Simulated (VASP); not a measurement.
# GaSi (P4/mmm) in VASP: relaxation of cell and atoms with PBE

Aim: the relaxation of cell and atoms of GaSi with PBE.

Program: VASP 6.6.1. These are calculated values, not measurements. Logs are shortened: lines on timing, memory, paths and dates and some standing lists are left out, and cuts for length are marked.

## 1. The cell of the first run

It takes space group P4/mmm (No. 123, tetragonal). Conventional cell: a = 2.611 Å, b = 2.611 Å, c = 5.220 Å, α = 90.00°, β = 90.00°, γ = 90.00°. Ga (site symmetry 4/mmm) has 2 Si at 2.61 Å and 4 Ga at 2.61 Å within 3.4 Å. Within 3.4 Å of Si (site symmetry 4/mmm) lie 2 Ga at 2.61 Å and 4 Si at 2.61 Å.

The cell was generated, and may not be a known phase.

## 2. Relaxation of cell and atoms, PBE

The input, INCAR:

```
SYSTEM = GaSi
PREC     = Accurate       ! precision mode
ENCUT    = 600            ! plane-wave cutoff, eV
EDIFF    = 1E-7           ! SCF threshold, eV
ISMEAR   = 0              ! smearing method
SIGMA    = 0.1            ! smearing width, eV
LREAL    = .False.        ! projectors in reciprocal space
LASPH    = .True.         ! aspherical terms in the spheres
NELM     = 100            ! most SCF steps
ALGO     = Normal         ! electronic algorithm
ISIF     = 3              ! what is computed and relaxed
LWAVE    = .False.        ! write WAVECAR
LCHARG   = .False.        ! write CHGCAR
GGA      = PE             ! functional
IBRION   = 2              ! ionic algorithm
NSW      = 100            ! ionic steps
EDIFFG   = -0.01          ! ionic threshold
```

The input, KPOINTS:

```
regular mesh
0
Gamma
  22 22 12
  0 0 0
```

The input, POSCAR:

```
GaSi
1.0
    2.6109099084      0.0000000000      0.0000000000
    0.0000000000      2.6109099084      0.0000000000
    0.0000000000      0.0000000000      5.2201692546
Ga Si
1 1
Direct
    0.5000000000      0.5000000000      0.5000000000
    0.5000000000      0.5000000000      0.0000000000
```

Potentials or basis: VASP PAW PBE potentials, release 64 (Ga_d, Si).

The run is started by

```sh
$ cat potpaw_PBE.64/Ga_d/POTCAR potpaw_PBE.64/Si/POTCAR > POTCAR
$ mpirun -np 1 vasp_std > vasp.out
```

OUTCAR:

```text
SYSTEM = GaSi
   PREC = Accurate
   ENCUT = 600
   EDIFF = 1E-7
   ISMEAR = 0
   LREAL = .False.
   LASPH = .True.
   NELM = 100
   ISIF = 3
   GGA = PE
   IBRION = 2
   NSW = 100
   EDIFFG = -0.01

 ion  position               nearest neighbor table
   1  0.500  0.500  0.500-   2 2.61   2 2.61
   2  0.500  0.500  0.000-   1 2.61   1 2.61

  LATTYP: Found a simple tetragonal cell.
 ALAT       =     2.6109099084
 C/A-ratio  =     1.9993678211

  Lattice vectors:

 A1 = (   2.6109099084,   0.0000000000,   0.0000000000)
 A2 = (   0.0000000000,   2.6109099084,   0.0000000000)
 A3 = (   0.0000000000,   0.0000000000,   5.2201692546)

Analysis of symmetry for initial positions (statically):
=====================================================================
 Subroutine PRICEL returns:
 Original cell was already a primitive cell.

 Routine SETGRP: Setting up the symmetry group for a
 simple tetragonal supercell.

 Subroutine GETGRP returns: Found 16 space group operations
 (whereof 16 operations were pure point group operations)
 out of a pool of 16 trial point group operations.

The static configuration has the point symmetry D_4h.

Analysis of symmetry for dynamics (positions and initial velocities):
=====================================================================
 Subroutine PRICEL returns:
 Original cell was already a primitive cell.

 Routine SETGRP: Setting up the symmetry group for a
 simple tetragonal supercell.

 Subroutine GETGRP returns: Found 16 space group operations
 (whereof 16 operations were pure point group operations)
 out of a pool of 16 trial point group operations.

The dynamic configuration has the point symmetry D_4h.

 Subroutine INISYM returns: Found 16 space group operations
 (whereof 16 operations are pure point group operations),
 and found     1 'primitive' translations

----------------------------------------------------------------------------------------

                                     Primitive cell

  volume of cell :      35.5851

  direct lattice vectors                    reciprocal lattice vectors
     2.610909908  0.000000000  0.000000000     0.383008237  0.000000000  0.000000000
     0.000000000  2.610909908  0.000000000     0.000000000  0.383008237  0.000000000
     0.000000000  0.000000000  5.220169255     0.000000000  0.000000000  0.191564670

  length of vectors
     2.610909908  2.610909908  5.220169255     0.383008237  0.383008237  0.191564670

  position of ions in fractional coordinates (direct lattice)
     0.500000000  0.500000000  0.500000000
     0.500000000  0.500000000  0.000000000

  ion indices of the primitive-cell ions
   primitive index   ion index
                 1           1
                 2           2

----------------------------------------------------------------------------------------

 KPOINTS: regular mesh

Automatic generation of k-mesh.
 Grid dimensions read from file:
 generate k-points for:   22   22   12

 Generating k-lattice:

  Cartesian coordinates                     Fractional coordinates (reciprocal lattice)
     0.017409465  0.000000000  0.000000000     0.045454545  0.000000000  0.000000000
     0.000000000  0.017409465  0.000000000     0.000000000  0.045454545  0.000000000
     0.000000000  0.000000000  0.015963722     0.000000000  0.000000000  0.083333333

  Length of vectors
     0.017409465  0.017409465  0.015963722

  Shift w.r.t. Gamma in fractional coordinates (k-lattice)
     0.000000000  0.000000000  0.000000000

 Subroutine IBZKPT returns following result:
 ===========================================

 Found    546 irreducible k-points:

 Following reciprocal coordinates:
            Coordinates               Weight
  0.000000  0.000000  0.000000      1.000000
  0.045455  0.000000  0.000000      4.000000
  0.090909  0.000000  0.000000      4.000000
  0.136364  0.000000  0.000000      4.000000
  0.181818  0.000000  0.000000      4.000000
  0.227273  0.000000  0.000000      4.000000
[... 16 lines left out ...]
  0.500000  0.045455  0.000000      4.000000
  0.090909  0.090909  0.000000      4.000000
 [... further k-points ...]
   k-points           NKPTS =    546   k-points in BZ     NKDIM =    546   number of bands    NBANDS=     12
   number of dos      NEDOS =    301   number of ions     NIONS =      2
   total plane-waves  NPLWV =  24192
   dimension x,y,z NGX =    24 NGY =   24 NGZ =   42
   dimension x,y,z NGXF=    48 NGYF=   48 NGZF=   84
   ions per type =               1   1
   NGX,Y,Z   is equivalent  to a cutoff of  15.28, 15.28, 13.38 a.u.
   NGXF,Y,Z  is equivalent  to a cutoff of  30.56, 30.56, 26.75 a.u.
 SYSTEM =  GaSi
   PREC   = accura    normal or accurate (medium, high low for compatibility)
   ISTART =      0    job   : 0-new  1-cont  2-samecut
   ICHARG =      2    charge: 1-file 2-atom 10-const
   ISPIN  =      1    spin polarized calculation?
   LNONCOLLINEAR =      F non collinear calculations
   LSORBIT =      F    spin-orbit coupling
   LASPH  =      T    aspherical Exc in radial PAW
   ENCUT  =  600.0 eV  44.10 Ry    6.64 a.u.   5.21  5.21 10.43*2*pi/ulx,y,z
   NELM   =    100;   NELMIN=  2; NELMDL= -5     # of ELM steps
   EDIFF  = 0.1E-06   stopping-criterion for ELM
   LREAL  =      F    real-space projection
   EDIFFG = -.1E-01   stopping-criterion for IOM
   NSW    =    100    number of steps for IOM
   IBRION =      2    ionic relax: 0-MD 1-quasi-New 2-CG
   NFREE  =      1    steps in history (QN), initial steepest desc. (CG)
   ISIF   =      3    stress and relaxation
   ISYM   =      2    0-nonsym 1-usesym 2-fastsym
   POTIM  = 0.5000    time-step for ionic-motion
   TEBEG  =    0.0;   TEEND  =   0.0 temperature during run
   PSTRESS=    0.0 pullay stress
   NELECT =      17.0000    total number of electrons
   NUPDOWN=      -1.0000    fix difference up-down
   EMIN   =  10.00;   EMAX   =-10.00  energy-range for DOS
   EFERMI =   0.00;   METHOD = LEGACY
   ISMEAR =     0;   SIGMA  =   0.10  broadening in eV -4-tet -1-fermi 0-gaus
   EFERMI_NEDOS =   21; number of points for ismear=-14 and -15
   IALGO  =     38    algorithm
   IMIX   =      4    mixing-type and parameters
     AMIX     =   0.40;   BMIX     =  1.00
     AMIX_MAG =   1.60;   BMIX_MAG =  1.00
  volume/ion in A,a.u.               =      17.79       120.07
  Fermi-wavevector in a.u.,A,eV,Ry     =   1.279779  2.418432 22.284092  1.637835
  Thomas-Fermi vector in A             =   2.412245
   LORBIT       =      0    0 simple, 1 ext, 2 COOP (PROOUT), +10 PAW based schemes
   GGA     = PE    functional components
   LHFCALC =     F    Hartree Fock is set to
   AEXX    =    0.0000 exact exchange contribution
   IVDW    =     0    specifies the selected vdW correction
   LEPSILON=     F    determine dielectric tensor
   LRPA    =     F    only Hartree local field effects (RPA)
 conjugate gradient relaxation of ions
 non-spin polarized calculation
 Gauss-broadening in eV      SIGMA  =   0.10
  energy-cutoff  :      600.00
  volume of cell :       35.59
 maximum number of plane-waves:      1209
 NGX is ok and might be reduce to    24
   NGX = 11   NGY = 11   NGZ = 21

--------------------------------------- Ionic step        1  -------------------------------------------

 number of electron      16.9999998 magnetization

 Free energy of the ion-electron system (eV)
  ---------------------------------------------------
  ext. energy  EPLUGINS =         0.00000000
  ---------------------------------------------------
  free energy    TOTEN  =        -7.79807755 eV

  energy without entropy =       -7.79400760  energy(sigma->0) =       -7.79604257

------------------------ aborting loop because EDIFF is reached ----------------------------------------

  FORCE on cell =-STRESS in cart. coord.  units (eV):
  Direction    XX          YY          ZZ          XY          YZ          ZX
  --------------------------------------------------------------------------------------
  -------------------------------------------------------------------------------------
  Total       -0.0365035     -0.0365035      0.1241591      0.0000000      0.0000000     -0.0000000
  in kB       -1.6435255     -1.6435255      5.5901156      0.0000000      0.0000000     -0.0000000
  external PRESSURE =       0.7676882 kB  Pullay stress =       0.0000000 kB

 VOLUME and BASIS-vectors are now :
 -----------------------------------------------------------------------------
  energy-cutoff  :      600.00
  volume of cell :       35.59
      direct lattice vectors                 reciprocal lattice vectors
     2.610909908  0.000000000  0.000000000     0.383008237  0.000000000  0.000000000
     0.000000000  2.610909908  0.000000000     0.000000000  0.383008237  0.000000000
     0.000000000  0.000000000  5.220169255     0.000000000  0.000000000  0.191564670
[... 37 lines left out ...]
 POSITION                                       TOTAL-FORCE (eV/Angst)
 -----------------------------------------------------------------------------------
      1.30431      1.30431      2.61790         0.000000      0.000000      0.000000
      1.30431      1.30431     -0.00000        -0.000000      0.000000      0.000000
 -----------------------------------------------------------------------------------
    total drift:                                0.000000      0.000000     -0.000000

  FREE ENERGIE OF THE ION-ELECTRON SYSTEM (eV)
  ---------------------------------------------------
  free  energy   TOTEN  =        -7.7983398773 eV

  energy  without entropy=       -7.7942744717  energy(sigma->0) =       -7.79630717

--------------------------------------- Ionic step        3  -------------------------------------------

 number of electron      17.0000001 magnetization

 Free energy of the ion-electron system (eV)
  ---------------------------------------------------
  ext. energy  EPLUGINS =         0.00000000
  ---------------------------------------------------
  free energy    TOTEN  =        -7.79835188 eV

  energy without entropy =       -7.79427285  energy(sigma->0) =       -7.79631237

 E-fermi :   6.4677     XC(G=0): -10.7318

 val. band max:        6.4663603774   @ k =   0.3636   0.1818   0.4167
 cond. band min:       6.4678436870   @ k =   0.2727   0.0909   0.5000
 fundamental gap:      0.0014833096
 Fermi energy:         6.4676863589

 k-point     1 :       0.0000    0.0000    0.0000
  band No.  band energies     occupation
      1      -8.8107      2.00000
      2      -8.6108      2.00000
      3      -8.2207      2.00000
      4      -8.2207      2.00000
      5      -8.1467      2.00000
      6      -5.5105      2.00000
      7      -0.8576      2.00000
      8       1.1311      2.00000
      9      14.3481      0.00000
     10      14.3481      0.00000
     11      14.7450      0.00000
     12      14.7584      0.00000

 k-point     2 :       0.0455    0.0000    0.0000
  band No.  band energies     occupation
      1      -8.8037      2.00000
      2      -8.6060      2.00000
      3      -8.2265      2.00000
      4      -8.2202      2.00000
      5      -8.1504      2.00000
      6      -5.4663      2.00000
      7      -0.8154      2.00000
      8       1.1747      2.00000
      9      13.1346      0.00000
     10      14.3850      0.00000
     11      14.7870      0.00000
     12      15.4649      0.00000
[... 316 lines left out ...]
 k-point    24 :       0.0909    0.0909    0.0000
  band No.  band energies     occupation
      1      -8.7547      2.00000
      2      -8.5749      2.00000
      3      -8.2449      2.00000
      4      -8.2376      2.00000
      5      -8.1773      2.00000
      6      -5.1564      2.00000
      7      -0.5190      2.00000
      8       1.4780      2.00000
      9      11.3040      0.00000
     10      12.5485      0.00000
     11      15.0783      0.00000
     12      16.2344      0.00000

 [... further k-points ...]

------------------------ aborting loop because EDIFF is reached ----------------------------------------

  FORCE on cell =-STRESS in cart. coord.  units (eV):
  Direction    XX          YY          ZZ          XY          YZ          ZX
  --------------------------------------------------------------------------------------
  -------------------------------------------------------------------------------------
  Total       -0.0120775     -0.0120775     -0.0078650      0.0000000      0.0000000      0.0000000
  in kB       -0.5429267     -0.5429267     -0.3535602      0.0000000      0.0000000      0.0000000
  external PRESSURE =      -0.4798045 kB  Pullay stress =       0.0000000 kB

 VOLUME and BASIS-vectors are now :
 -----------------------------------------------------------------------------
  energy-cutoff  :      600.00
  volume of cell :       35.64
      direct lattice vectors                 reciprocal lattice vectors
     2.607977636  0.000000000 -0.000000000     0.383438871  0.000000000  0.000000000
     0.000000000  2.607977636 -0.000000000     0.000000000  0.383438871  0.000000000
    -0.000000000  0.000000000  5.240109997     0.000000000  0.000000000  0.190835689

 POSITION                                       TOTAL-FORCE (eV/Angst)
 -----------------------------------------------------------------------------------
      1.30399      1.30399      2.62005         0.000000      0.000000      0.000000
      1.30399      1.30399     -0.00000        -0.000000      0.000000      0.000000
 -----------------------------------------------------------------------------------
    total drift:                                0.000000      0.000000     -0.000000

  FREE ENERGIE OF THE ION-ELECTRON SYSTEM (eV)
  ---------------------------------------------------
  free  energy   TOTEN  =        -7.7983518811 eV

  energy  without entropy=       -7.7942728493  energy(sigma->0) =       -7.79631237

 reached required accuracy - stopping structural energy minimisation
```

It took 3.2 min on 1 thread of Intel Xeon Platinum 8559C (Emerald Rapids), shared host; peak memory 0.43 GiB.

What came out:

```
Free energy                           : -7.7984 eV
Relaxed volume                        : 17.82 Å³/atom
Relaxed cell                          : a = 2.608 Å, b = 2.608 Å, c = 5.240 Å, α = 90.00°, β = 90.00°, γ = 90.00°
Space group after relaxing (to 0.1 Å) : P4/mmm (No. 123)
Energy gained by relaxing             : 0.1 meV/atom
Ionic steps                           : 3
Pressure after relaxing               : 0.0 GPa
Band gap on the k mesh                : zero (an odd number of electrons rules out a gap without spin polarisation)
```

Step by step:
| step | energy change (eV) | largest force (eV/Å) | pressure (GPa) | volume (Å³) |
| --- | --- | --- | --- | --- |
| 1 | 0.0000 | 0.0000 | 0.08 | 35.59 |
| 2 | -0.0003 | 0.0000 | -0.01 | 35.63 |
| 3 | -0.0003 | 0.0000 | -0.05 | 35.64 |

Final structure:
```yaml
crystal:
  lattice:
    - [2.60798, 0.00000, 0.00000]
    - [0.00000, 2.60798, 0.00000]
    - [0.00000, 0.00000, 5.24011]
  atoms:
    - { symbol: Ga, position: [0.50000, 0.50000, 0.50000] }
    - { symbol: Si, position: [0.50000, 0.50000, 0.00000] }
```

Caveat: an odd number of electrons without spin polarisation forces a metal; a magnetic or distorted state may lie lower.
